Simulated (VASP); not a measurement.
# Ge (Im-3m) in VASP: further runs, part 2 of 2

VASP 6.6.1. The steps go on from the part before.

### Step 3. Single point, PBEsol (volume scaled by 0.88)

INCAR reads:

```
SYSTEM = Ge
PREC = Accurate
ENCUT = 520
EDIFF = 1E-7
ISMEAR = -1
SIGMA = 0.1
LREAL = .FALSE.
LASPH = .TRUE.
NELM = 100
ALGO = Normal
ISIF = 2
LWAVE = .FALSE.
LCHARG = .FALSE.
GGA = PS
NBANDS = 13
```

KPOINTS reads:

```
Automatic mesh
0
G
  15 15 15
  0 0 0
```

POSCAR reads:

```
Ge
1.0
   -1.5914985099      1.5914985099      1.5914985099
    1.5914985099     -1.5914985099      1.5914985099
    1.5914985099      1.5914985099     -1.5914985099
Ge
1
Direct
    0.0000000000      0.0000000000      0.0000000000
```

Potentials or basis: VASP PAW PBE potentials, release 64 (Ge_d).

Run with:

```console
$ cat potpaw_PBE.64/Ge_d/POTCAR > POTCAR
$ mpirun -np 1 vasp_std > vasp.out
```

OUTCAR:

```text
SYSTEM = Ge
   PREC = Accurate
   ENCUT = 520
   EDIFF = 1E-7
   ISMEAR = -1
   LREAL = .FALSE.
   LASPH = .TRUE.
   NELM = 100
   ISIF = 2
   GGA = PS

 ion  position               nearest neighbor table
   1  0.000  0.000  0.000-

  LATTYP: Found a body centered cubic cell.
 ALAT       =     3.1829970198

  Lattice vectors:

 A1 = (  -1.5914985099,   1.5914985099,   1.5914985099)
 A2 = (   1.5914985099,  -1.5914985099,   1.5914985099)
 A3 = (   1.5914985099,   1.5914985099,  -1.5914985099)

Analysis of symmetry for initial positions (statically):
=====================================================================
 Subroutine PRICEL returns:
 Original cell was already a primitive cell.

 Routine SETGRP: Setting up the symmetry group for a
 body centered cubic supercell.

 Subroutine GETGRP returns: Found 48 space group operations
 (whereof 48 operations were pure point group operations)
 out of a pool of 48 trial point group operations.

The static configuration has the point symmetry O_h .

Analysis of symmetry for dynamics (positions and initial velocities):
=====================================================================
 Subroutine PRICEL returns:
 Original cell was already a primitive cell.

 Routine SETGRP: Setting up the symmetry group for a
 body centered cubic supercell.

 Subroutine GETGRP returns: Found 48 space group operations
 (whereof 48 operations were pure point group operations)
 out of a pool of 48 trial point group operations.

The dynamic configuration has the point symmetry O_h .

 Subroutine INISYM returns: Found 48 space group operations
 (whereof 48 operations are pure point group operations),
 and found     1 'primitive' translations

----------------------------------------------------------------------------------------

                                     Primitive cell

  volume of cell :      16.1242

  direct lattice vectors                    reciprocal lattice vectors
    -1.591498510  1.591498510  1.591498510     0.000000000  0.314169317  0.314169317
     1.591498510 -1.591498510  1.591498510     0.314169317  0.000000000  0.314169317
     1.591498510  1.591498510 -1.591498510     0.314169317  0.314169317  0.000000000

  length of vectors
     2.756556279  2.756556279  2.756556279     0.444302509  0.444302509  0.444302509

  position of ions in fractional coordinates (direct lattice)
     0.000000000  0.000000000  0.000000000

  ion indices of the primitive-cell ions
   primitive index   ion index
                 1           1

----------------------------------------------------------------------------------------

 KPOINTS: Automatic mesh

Automatic generation of k-mesh.
 Grid dimensions read from file:
 generate k-points for:   15   15   15

 Generating k-lattice:

  Cartesian coordinates                     Fractional coordinates (reciprocal lattice)
     0.000000000  0.020944621  0.020944621     0.066666667  0.000000000  0.000000000
     0.020944621  0.000000000  0.020944621     0.000000000  0.066666667  0.000000000
     0.020944621  0.020944621  0.000000000     0.000000000  0.000000000  0.066666667

  Length of vectors
     0.029620167  0.029620167  0.029620167

  Shift w.r.t. Gamma in fractional coordinates (k-lattice)
     0.000000000  0.000000000  0.000000000

 Subroutine IBZKPT returns following result:
 ===========================================

 Found    120 irreducible k-points:

 Following reciprocal coordinates:
            Coordinates               Weight
  0.000000  0.000000  0.000000      1.000000
  0.066667  0.000000  0.000000     12.000000
  0.133333  0.000000  0.000000     12.000000
  0.200000  0.000000  0.000000     12.000000
  0.266667  0.000000  0.000000     12.000000
  0.333333  0.000000  0.000000     12.000000
[... 16 lines left out ...]
  0.333333  0.200000  0.000000     48.000000
  0.400000  0.200000  0.000000     24.000000
 [... further k-points ...]
   k-points           NKPTS =    120   k-points in BZ     NKDIM =    120   number of bands    NBANDS=     13
   number of dos      NEDOS =    301   number of ions     NIONS =      1
   total plane-waves  NPLWV =  13824
   dimension x,y,z NGX =    24 NGY =   24 NGZ =   24
   dimension x,y,z NGXF=    48 NGYF=   48 NGZF=   48
   ions per type =               1
   NGX,Y,Z   is equivalent  to a cutoff of  14.47, 14.47, 14.47 a.u.
   NGXF,Y,Z  is equivalent  to a cutoff of  28.95, 28.95, 28.95 a.u.
 SYSTEM =  Ge
   PREC   = accura    normal or accurate (medium, high low for compatibility)
   ISTART =      0    job   : 0-new  1-cont  2-samecut
   ICHARG =      2    charge: 1-file 2-atom 10-const
   ISPIN  =      1    spin polarized calculation?
   LNONCOLLINEAR =      F non collinear calculations
   LSORBIT =      F    spin-orbit coupling
   LASPH  =      T    aspherical Exc in radial PAW
   ENCUT  =  520.0 eV  38.22 Ry    6.18 a.u.   5.13  5.13  5.13*2*pi/ulx,y,z
   NELM   =    100;   NELMIN=  2; NELMDL= -5     # of ELM steps
   EDIFF  = 0.1E-06   stopping-criterion for ELM
   LREAL  =      F    real-space projection
   EDIFFG = 0.1E-05   stopping-criterion for IOM
   NSW    =      0    number of steps for IOM
   IBRION =     -1    ionic relax: 0-MD 1-quasi-New 2-CG
   NFREE  =      0    steps in history (QN), initial steepest desc. (CG)
   ISIF   =      2    stress and relaxation
   ISYM   =      2    0-nonsym 1-usesym 2-fastsym
   POTIM  = 0.5000    time-step for ionic-motion
   TEBEG  =    0.0;   TEEND  =   0.0 temperature during run
   PSTRESS=    0.0 pullay stress
   NELECT =      14.0000    total number of electrons
   NUPDOWN=      -1.0000    fix difference up-down
   EMIN   =  10.00;   EMAX   =-10.00  energy-range for DOS
   EFERMI =   0.00;   METHOD = LEGACY
   ISMEAR =    -1;   SIGMA  =   0.10  broadening in eV -4-tet -1-fermi 0-gaus
   EFERMI_NEDOS =   21; number of points for ismear=-14 and -15
   IALGO  =     38    algorithm
   IMIX   =      4    mixing-type and parameters
     AMIX     =   0.40;   BMIX     =  1.00
     AMIX_MAG =   1.60;   BMIX_MAG =  1.00
  volume/ion in A,a.u.               =      16.12       108.81
  Fermi-wavevector in a.u.,A,eV,Ry     =   1.561797  2.951369 33.187469  2.439210
  Thomas-Fermi vector in A             =   2.664810
   LORBIT       =      0    0 simple, 1 ext, 2 COOP (PROOUT), +10 PAW based schemes
   GGA     = PS    functional components
   LHFCALC =     F    Hartree Fock is set to
   AEXX    =    0.0000 exact exchange contribution
   IVDW    =     0    specifies the selected vdW correction
   LEPSILON=     F    determine dielectric tensor
   LRPA    =     F    only Hartree local field effects (RPA)
 non-spin polarized calculation
  energy-cutoff  :      520.00
  volume of cell :       16.12
 maximum number of plane-waves:       444
 NGX is ok and might be reduce to    24
   NGX = 11   NGY = 11   NGZ = 11

 number of electron      14.0000007 magnetization

 Free energy of the ion-electron system (eV)
  ---------------------------------------------------
  ext. energy  EPLUGINS =         0.00000000
  ---------------------------------------------------
  free energy    TOTEN  =        -4.59360012 eV

  energy without entropy =       -4.58073154  energy(sigma->0) =       -4.58716583

 E-fermi :   8.4064     XC(G=0): -12.2539

 val. band max:        8.3242923760   @ k =  -0.3333   0.3333   0.2000
 cond. band min:       8.4158578674   @ k =  -0.3333   0.4667   0.1333
 fundamental gap:      0.0915654914
 Fermi energy:         8.4064310635

 k-point     1 :       0.0000    0.0000    0.0000
  band No.  band energies     occupation
      1     -16.3030      2.00000
      2     -16.3030      2.00000
      3     -16.3030      2.00000
      4     -16.1670      2.00000
      5     -16.1670      2.00000
      6      -6.1312      2.00000
      7      19.3670      0.00000
      8      19.3670      0.00000
      9      19.3670      0.00000
     10      24.7061      0.00000
     11      24.7061      0.00000
     12      24.7061      0.00000
     13      26.2706      0.00000
[... 353 lines left out ...]
 k-point    24 :       0.4000    0.2000    0.0000
  band No.  band energies     occupation
      1     -16.3315      2.00000
      2     -16.2679      2.00000
      3     -16.1881      2.00000
      4     -16.1736      2.00000
      5     -16.1181      2.00000
      6       1.5201      2.00000
      7       3.1067      2.00000
      8       8.4809      0.64414
      9      14.1697      0.00000
     10      21.2381      0.00000
     11      25.2724      0.00000
     12      27.4951      0.00000
     13      28.0457      0.00000

 [... further k-points ...]

------------------------ aborting loop because EDIFF is reached ----------------------------------------

  FORCE on cell =-STRESS in cart. coord.  units (eV):
  Direction    XX          YY          ZZ          XY          YZ          ZX
  --------------------------------------------------------------------------------------
  -------------------------------------------------------------------------------------
  Total        1.2232429      1.2232429      1.2232429     -0.0000000      0.0000000     -0.0000000
  in kB      121.5471003    121.5471003    121.5471003     -0.0000000      0.0000000     -0.0000000
  external PRESSURE =     121.5471003 kB  Pullay stress =       0.0000000 kB

 VOLUME and BASIS-vectors are now :
 -----------------------------------------------------------------------------
  energy-cutoff  :      520.00
  volume of cell :       16.12
      direct lattice vectors                 reciprocal lattice vectors
    -1.591498510  1.591498510  1.591498510     0.000000000  0.314169317  0.314169317
     1.591498510 -1.591498510  1.591498510     0.314169317  0.000000000  0.314169317
     1.591498510  1.591498510 -1.591498510     0.314169317  0.314169317  0.000000000

 POSITION                                       TOTAL-FORCE (eV/Angst)
 -----------------------------------------------------------------------------------
      0.00000      0.00000      0.00000        -0.000000      0.000000      0.000000
 -----------------------------------------------------------------------------------
    total drift:                                0.000000      0.000000     -0.000000

  FREE ENERGIE OF THE ION-ELECTRON SYSTEM (eV)
  ---------------------------------------------------
  free  energy   TOTEN  =        -4.5936001185 eV

  energy  without entropy=       -4.5807315419  energy(sigma->0) =       -4.58716583
```

OSZICAR:

```text
N       E                     dE             d eps       ncg     rms          rms(c)
DAV:   1     0.596857268466E+02    0.59686E+02   -0.68202E+03  3505   0.311E+03
DAV:   2     0.334096141532E-01   -0.59652E+02   -0.56460E+02  3323   0.407E+02
DAV:   3    -0.457365955294E+01   -0.46071E+01   -0.45854E+01  3545   0.670E+01
DAV:   4    -0.462336175862E+01   -0.49702E-01   -0.49697E-01  3630   0.736E+00
DAV:   5    -0.462375437260E+01   -0.39261E-03   -0.39261E-03  3593   0.712E-01    0.154E+00
DAV:   6    -0.460261917857E+01    0.21135E-01   -0.13386E-02  3940   0.276E+00    0.826E-01
DAV:   7    -0.459398705015E+01    0.86321E-02   -0.74892E-03  3850   0.158E+00    0.878E-02
DAV:   8    -0.459359431093E+01    0.39274E-03   -0.60373E-04  3805   0.606E-01    0.318E-02
DAV:   9    -0.459359964295E+01   -0.53320E-05   -0.74059E-06  3520   0.284E-02    0.644E-03
DAV:  10    -0.459360018334E+01   -0.54039E-06   -0.11087E-07  2886   0.686E-03    0.317E-04
DAV:  11    -0.459360011848E+01    0.64857E-07   -0.19263E-08  2225   0.327E-03
   1 F= -.45936001E+01 E0= -.45871658E+01  d E =-.128686E-01
```

stdout:

```text
POSCAR found type information on POSCAR Ge
 POSCAR found :  1 types and       1 ions
 scaLAPACK will be used
 -----------------------------------------------------------------------------
|                                                                             |
|                                                                             |
|     You enforced a specific xc type in the INCAR file but a different       |
|     I HOPE YOU KNOW WHAT YOU ARE DOING!                                     |
|                                                                             |
 -----------------------------------------------------------------------------

 LDA part: xc-table for (Slater+PW92), standard interpolation
 POSCAR, INCAR and KPOINTS ok, starting setup
 FFT: planning ... GRIDC
 FFT: planning ... GRID_SOFT
 FFT: planning ... GRID
 WAVECAR not read
 entering main loop
```

It took 21 s on 1 thread of Intel Xeon 8259CL, shared host; peak memory 0.15 GiB.

Results:

```
Free energy            : -4.5936 eV
Pressure               : 12.2 GPa
Band gap on the k mesh : zero (band 7 reaches 19.37 eV, above the bottom of band 8 at 4.77 eV)
```

Levels at points of the mesh, in eV from the Fermi level:
```tsv
k point	band 5	band 6	band 7	band 8	band 9	band 10
(0.00, 0.00, 0.00)	-24.57	-14.54	10.96	10.96	10.96	16.30
```

Caveat: the PAW data sets were made with another functional, which shifts forces and pressure a little.

### Step 4. Single point, PBEsol (volume scaled by 0.92)

INCAR reads:

```
SYSTEM = Ge
ALGO = Normal
EDIFF = 1E-7
ENCUT = 520
GGA = PS
ISIF = 2
ISMEAR = -1
LASPH = .TRUE.
LCHARG = .FALSE.
LREAL = .FALSE.
LWAVE = .FALSE.
NBANDS = 13
NELM = 80
PREC = Accurate
SIGMA = 0.1
```

KPOINTS reads:

```
k-points
0
G
  15 15 15
  0 0 0
```

POSCAR reads:

```
Ge
1.0
   -1.6152557215      1.6152557215      1.6152557215
    1.6152557215     -1.6152557215      1.6152557215
    1.6152557215      1.6152557215     -1.6152557215
Ge
1
Direct
    0.0000000000      0.0000000000      0.0000000000
```

Potentials or basis: VASP PAW PBE potentials, release 64 (Ge_d).

Run with:

```console
$ cat potpaw_PBE.64/Ge_d/POTCAR > POTCAR
$ mpirun -np 1 vasp_std > vasp.out
```

OUTCAR:

```text
SYSTEM = Ge
   EDIFF = 1E-7
   ENCUT = 520
   GGA = PS
   ISIF = 2
   ISMEAR = -1
   LASPH = .TRUE.
   LREAL = .FALSE.
   NELM = 80
   PREC = Accurate

 ion  position               nearest neighbor table
   1  0.000  0.000  0.000-

  LATTYP: Found a body centered cubic cell.
 ALAT       =     3.2305114430

  Lattice vectors:

 A1 = (  -1.6152557215,   1.6152557215,   1.6152557215)
 A2 = (   1.6152557215,  -1.6152557215,   1.6152557215)
[... 563 lines left out ...]
     13      27.0130      0.00000

 [... further k-points ...]

------------------------ aborting loop because EDIFF is reached ----------------------------------------

  FORCE on cell =-STRESS in cart. coord.  units (eV):
  Direction    XX          YY          ZZ          XY          YZ          ZX
  --------------------------------------------------------------------------------------
  -------------------------------------------------------------------------------------
  Total        0.7282970      0.7282970      0.7282970      0.0000000      0.0000000     -0.0000000
  in kB       69.2205834     69.2205834     69.2205834      0.0000000      0.0000000     -0.0000000
  external PRESSURE =      69.2205834 kB  Pullay stress =       0.0000000 kB

 VOLUME and BASIS-vectors are now :
 -----------------------------------------------------------------------------
  energy-cutoff  :      520.00
  volume of cell :       16.86
      direct lattice vectors                 reciprocal lattice vectors
    -1.615255722  1.615255722  1.615255722     0.000000000  0.309548509  0.309548509
     1.615255722 -1.615255722  1.615255722     0.309548509  0.000000000  0.309548509
     1.615255722  1.615255722 -1.615255722     0.309548509  0.309548509  0.000000000

 POSITION                                       TOTAL-FORCE (eV/Angst)
 -----------------------------------------------------------------------------------
      0.00000      0.00000      0.00000        -0.000000      0.000000     -0.000000
 -----------------------------------------------------------------------------------
    total drift:                                0.000000      0.000000      0.000000

  FREE ENERGIE OF THE ION-ELECTRON SYSTEM (eV)
  ---------------------------------------------------
  free  energy   TOTEN  =        -4.6369929660 eV

  energy  without entropy=       -4.6230811798  energy(sigma->0) =       -4.63003707
```

It took 21 s on 1 thread of Intel Xeon 8259CL, shared host; peak memory 0.15 GiB.

What came out:

- Free energy: -4.6370 eV
- Pressure: 6.9 GPa
- Band gap on the k mesh: zero (band 7 reaches 18.30 eV, above the bottom of band 8 at 4.43 eV)

Caveat: the PAW data sets were made with another functional, which shifts forces and pressure a little.

### Step 5. Single point, PBEsol (volume scaled by 0.96)

INCAR reads:

```
SYSTEM = Ge
PREC = Accurate
ENCUT = 520
EDIFF = 1E-7
ISMEAR = -1
SIGMA = 0.1
LREAL = .FALSE.
LASPH = .TRUE.
NELM = 100
ALGO = Normal
ISIF = 2
LWAVE = .FALSE.
LCHARG = .FALSE.
GGA = PS
NBANDS = 13
```

KPOINTS reads:

```
regular mesh
0
G
  15 15 15
  0 0 0
```

POSCAR reads:

```
Ge
1.0
   -1.6383339212      1.6383339212      1.6383339212
    1.6383339212     -1.6383339212      1.6383339212
    1.6383339212      1.6383339212     -1.6383339212
Ge
1
Direct
    0.0000000000      0.0000000000      0.0000000000
```

Run with:

```console
$ cat potpaw_PBE.64/Ge_d/POTCAR > POTCAR
$ mpirun -np 1 vasp_std > vasp.out
```

It took 21 s on 1 thread of Intel Xeon 8259CL, shared host; peak memory 0.15 GiB.

Results (log left out):

| Property | Result |
| --- | --- |
| Free energy | -4.6590 eV |
| Pressure | 2.8 GPa |
| Band gap on the k mesh | zero (band 7 reaches 17.32 eV, above the bottom of band 8 at 4.11 eV) |

Levels at points of the mesh, in eV from the Fermi level:
```
           k point  band 5  band 6  band 7  band 8  band 9  band 10
(0.00, 0.00, 0.00)  -24.58  -13.75    9.92    9.92    9.92    15.54
```

Caveat: the PAW data sets were made with another functional, which shifts forces and pressure a little.

### Step 6. Overview

```csv
cell,k mesh,gap on the mesh (eV),pressure (GPa)
"a = 2.877 Å, angles 109.5°, 1 atom",13 × 13 × 13,none,0.1
"a = 2.757 Å, angles 109.5°, 1 atom",15 × 15 × 15,none,12.2
"a = 2.798 Å, angles 109.5°, 1 atom",15 × 15 × 15,none,6.9
"a = 2.838 Å, angles 109.5°, 1 atom",15 × 15 × 15,none,2.8
```

Alike in all rows: task single point; level PBEsol; potentials or basis VASP PAW PBE potentials, release 64 (Ge_d); no spin polarisation; cutoff (eV) 520; smearing fermi-dirac 0.1 eV.

Caveats: the PAW data sets were made with another functional, which shifts forces and pressure a little.

Absolute energies hang on the potentials; compare differences alone.
